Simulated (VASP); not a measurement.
**Pt: single point with LDA**

The system is Pt.

```
CELL_PARAMETERS angstrom
0.00000 2.18059 1.50526
2.18059 0.00000 1.50526
2.18059 2.18059 0.00000
ATOMIC_POSITIONS crystal
Pt 0.00000 0.00000 0.00000
```

```json
{
 "Program": "VASP 6.6.1",
 "Task": "single point",
 "Functional": "LDA",
 "Potentials or basis": "VASP PAW LDA potentials, release 64 (Pt)",
 "Cutoff": "520 eV",
 "k mesh": "22 × 22 × 22",
 "Occupations": "gaussian, width 0.15 eV",
 "Spin": "no spin polarisation",
 "Dipole correction": "no",
 "Further INCAR settings": "ALGO = Normal; EDIFF = 1e-07; NBANDS = 11"
}
```

```
Pressure               : 14.6 GPa
Band gap on the k mesh : zero (bands 5 and 6 overlap by 2.54 eV)
```

Stress tensor (GPa, compression positive):
```
15.65  0.00  0.00
 0.00 15.65  0.00
 0.00  0.00 12.39
```

Levels at points of the mesh, in eV from the Fermi level:
```
           k point  band 3  band 4  band 5  band 6  band 7  band 8
(0.00, 0.00, 0.00)   -3.97   -3.97   -1.30   -0.97   16.86   16.86
(0.50, 0.00, 0.00)   -1.25   -0.63    0.04    1.32    7.30   13.16
(0.50, 0.50, 0.00)    0.65    0.65    0.73    7.64    7.64    8.40
(0.50, 0.00, 0.50)   -1.54   -0.80   -0.14    1.27    7.07   13.41
```

Wall time 2.4 min on 1 thread of Intel Xeon 8259CL, on a shared host, peak memory 0.24 GiB.

Caveat: the cell stands under pressure; spin-orbit coupling is left out, which moves the levels of the heavy elements.
